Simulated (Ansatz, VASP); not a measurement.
## B in VASP and in Ansatz

```
B
1.0
     0.00000    1.65237    1.65237
     1.65237    0.00000    1.65237
     1.65237    1.65237    0.00000
B
1
Cartesian
  0.0000 0.0000 0.0000
```

Alike in both runs: task single point; functional PBE; k mesh 10 × 10 × 10; occupations gaussian, width 0.1 eV; no spin polarisation.

```csv
,VASP,Ansatz
version,VASP 6.6.1,Ansatz 0.2.0
potentials or method,"VASP PAW PBE potentials, release 64 (B), cutoff 500 eV","scalar-relativistic, plane waves, PAW"
valence electrons in the cell,3,3
```

Ansatz gave:

```
gap on the k mesh at the Fermi level (eV) : none
pressure (GPa)                            : -47.1
```

What did VASP give for the same quantities?

gap on the k mesh at the Fermi level (eV): none; pressure (GPa): -47.2.

A gap of «none» marks a metal or a gap that the smearing closes. Both programs put the cell under strong tension, so it lies far from rest at this level.

Noted on VASP's run: the cell as given lies far from equilibrium.
